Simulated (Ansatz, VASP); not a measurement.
## Zn in VASP and in Ansatz

```
Zn
1.0
     1.31781   -2.28252    0.00000
     1.31781    2.28252    0.00000
     0.00000    0.00000    5.09254
Zn
2
Direct
  0.66667 0.33333 0.25000
  0.33333 0.66667 0.75000
```

Alike in both runs: task single point; functional PBE; k mesh 16 × 16 × 7; occupations fermi-dirac, width 0.08 eV; no spin polarisation.

|  | VASP | Ansatz |
| --- | --- | --- |
| version | VASP 6.6.1 | Ansatz 0.2.0 |
| potentials or method | VASP PAW PBE potentials, release 64 (Zn) | PAW with Ansatz's default frozen-core files, scalar-relativistic |
| plane-wave cutoff (eV) | 520 | 420 |
| valence electrons in the cell | 24 | 24 |

Ansatz gave:

* pressure (GPa): 0.1
* traceless stress, the component that is largest in VASP (GPa): -1.17

Problem. Which values does VASP return?

Solution. Pressure (GPa): 0.4; traceless stress, the component that is largest in VASP (GPa): -1.37.
